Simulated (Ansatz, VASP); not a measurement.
**HfHF3: VASP beside Ansatz**

```xyz
5
Lattice="4.3099 0.0000 0.0000 0.0000 4.3099 0.0000 0.0000 0.0000 3.0727" Properties=species:S:1:pos:R:3 pbc="T T T"
Hf    0.0000    0.0000    2.1782
H     2.1550    2.1550    1.4935
F     0.0000    2.1550    2.1466
F     2.1550    0.0000    2.1466
F     2.1550    2.1550    0.5545
```

Change from the starting cell: species swapped into the PrBPt3 type (P4mm, No. 99).

Alike in both runs: functional PBE; k mesh 4 × 4 × 6; occupations gaussian, width 0.1 eV; no spin polarisation.

Ansatz relaxed the structure, and its values are those at the end. VASP's run is a single point on that final structure, the one shown.

```csv
,VASP,Ansatz
version,VASP 6.6.1,Ansatz 0.2.0
potentials or method,"VASP PAW PBE potentials, release 64 (Hf_pv, H, F), cutoff 520 eV","scalar-relativistic, plane waves, PAW"
valence electrons in the cell,32,48
```

Ansatz gave:

- gap on the k mesh at the Fermi level (eV): none
- pressure (GPa): 0.0
- rms of the force components (eV/Å): 0.001

What did VASP give for the same quantities?

gap on the k mesh at the Fermi level (eV): none; pressure (GPa): -1.3; rms of the force components (eV/Å): 0.106.

A gap of «none» marks a metal or a gap that the smearing closes. VASP's potentials hold 32 valence electrons a cell and Ansatz's 48, so a difference there can come from the potentials and not from the codes.

The k mesh is coarse, so the values compare programs but aren't converged. Neither program's run includes spin-orbit coupling.
